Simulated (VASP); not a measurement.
Here is a VASP 6.6.1 calculation.

The input INCAR:

```
PREC = Accurate
ENCUT = 600
EDIFF = 1E-6
ISMEAR = -1
SIGMA = 0.1
LREAL = F
LASPH = T
NELM = 120
ALGO = Normal
ISIF = 2
LWAVE = F
LCHARG = T
GGA = PE
LELF = T
LVHAR = T
NBANDS = 11
GGA_COMPAT = F
```

Contents of KPOINTS:

```
Automatic mesh
0
Gamma
  8 8 8
```

Contents of POSCAR:

```
C
1.0
    0.0000000000      2.1270000000      3.3480000000
    1.2280000000      0.0000000000      3.3480000000
    1.2280000000      2.1270000000      0.0000000000
C
2
Direct
    0.1666666667      0.8333333333      0.1666666667
    0.8333333333      0.1666666667      0.8333333333
```

Potentials or basis: VASP PAW PBE potentials, release 64 (C).

The run is started by

```console
$ cat potpaw_PBE.64/C/POTCAR > POTCAR
$ mpirun -np 1 vasp_std > vasp.out
```

Q: What does it give for the pressure?

A: 4.6 GPa.

Q: Predict the largest force.

A: 0.046 eV/Å.

Stress tensor (GPa, compression positive):
```
5.02 0.00 0.00
0.00 5.22 0.00
0.00 0.00 3.57
```

Caveat: the cell stands under pressure; this functional lacks dispersion, which binds the layers, so the pressure and a relaxed spacing across them are unreliable.
